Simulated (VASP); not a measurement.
Input of a VASP 6.6.1 run:

INCAR

```
SYSTEM = MgS
PREC     = Accurate       ! precision mode
ENCUT    = 600            ! plane-wave cutoff, eV
EDIFF    = 1E-7           ! SCF threshold, eV
ISMEAR   = -1             ! smearing method
SIGMA    = 0.05           ! smearing width, eV
LREAL    = .FALSE.        ! projectors in reciprocal space
LASPH    = .TRUE.         ! aspherical terms in the spheres
NELM     = 60             ! most SCF steps
ALGO     = Normal         ! electronic algorithm
ISIF     = 3              ! what is computed and relaxed
LWAVE    = .FALSE.        ! write WAVECAR
LCHARG   = .FALSE.        ! write CHGCAR
GGA      = PE             ! functional
IVDW     = 13             ! dispersion correction
IBRION   = 2              ! ionic algorithm
NSW      = 60             ! ionic steps
EDIFFG   = -0.01          ! ionic threshold
```

KPOINTS

```
regular mesh
0
G
  8 8 8
  0 0 0
```

File POSCAR:

```
MgS
1.0
    0.0000000000      2.8331200468      2.8331200468
    2.8331200468      0.0000000000      2.8331200468
    2.8331200468      2.8331200468      0.0000000000
S Mg
1 1
Direct
    0.2500000000      0.2500000000      0.2500000000
    0.0000000000      0.0000000000      0.0000000000
```

Potentials or basis: VASP PAW PBE potentials, release 64 (S, Mg).

The run is started by

```sh
$ cat potpaw_PBE.64/S/POTCAR potpaw_PBE.64/Mg/POTCAR > POTCAR
$ mpirun -np 1 vasp_std > vasp.out
```

(1) What does it give for the dispersion energy per atom?

(2) What does it give for the relaxed volume?

(3) Estimate the space group after relaxing (to 0.05 Å).

Answers

(1) -0.229 eV.

(2) 22.35 Å³/atom.

(3) F-43m (No. 216).
